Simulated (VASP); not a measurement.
Write the native input for VASP 6.6.1 that does the following.

| Quantity | Value |
| --- | --- |
| Task | single point |
| Functional | PBE |
| Potentials or basis | VASP PAW PBE potentials, release 64 (Ir) |
| Cutoff | 520 eV |
| k mesh | 20 × 20 × 20 |
| Occupations | gaussian, width 0.15 eV |
| Spin | no spin polarisation |
| Dipole correction | no |
| Further INCAR settings | ALGO = Fast; EDIFF = 1e-06; NBANDS = 10 |

The structure of Ir lies in POSCAR:

```
Ir
1.0
    0.0000000000      1.9351816027      1.6449043623
    1.9351816027      0.0000000000      1.6449043623
    1.9351816027      1.9351816027      0.0000000000
Ir
1
Direct
    0.0000000000      0.0000000000      0.0000000000
```

This cell differs from its parent crystal: engineering shear strain xy +0.0000, normal strain along z -0.1500.

One way to write it, as run:

INCAR

```
PREC = Accurate
ENCUT = 520
EDIFF = 1E-6
ISMEAR = 0
SIGMA = 0.15
LREAL = F
LASPH = T
NELM = 60
ALGO = Fast
ISIF = 2
LWAVE = F
LCHARG = T
GGA = PE
LELF = T
LVHAR = T
NBANDS = 10
```

KPOINTS

```
Automatic mesh
0
Gamma
  20 20 20
```

Potentials or basis: VASP PAW PBE potentials, release 64 (Ir).

Launch:

```sh
$ cat potpaw_PBE.64/Ir/POTCAR > POTCAR
$ mpirun -np 1 vasp_std > vasp.out
```

It gave:

```yaml
Pressure: 93.2 GPa
Band_gap_on_the_k_mesh: zero (an odd number of electrons rules out a gap without spin polarisation)
```

Caveat: the cell differs from its parent crystal (engineering shear strain xy +0.0000, normal strain along z -0.1500); the cell stands under pressure; spin-orbit coupling is left out, which moves the levels of the heavy elements.

Run time: 2.3 min on 1 thread of Intel Xeon 8259CL, with other jobs on the host, peak memory 0.2 GiB.
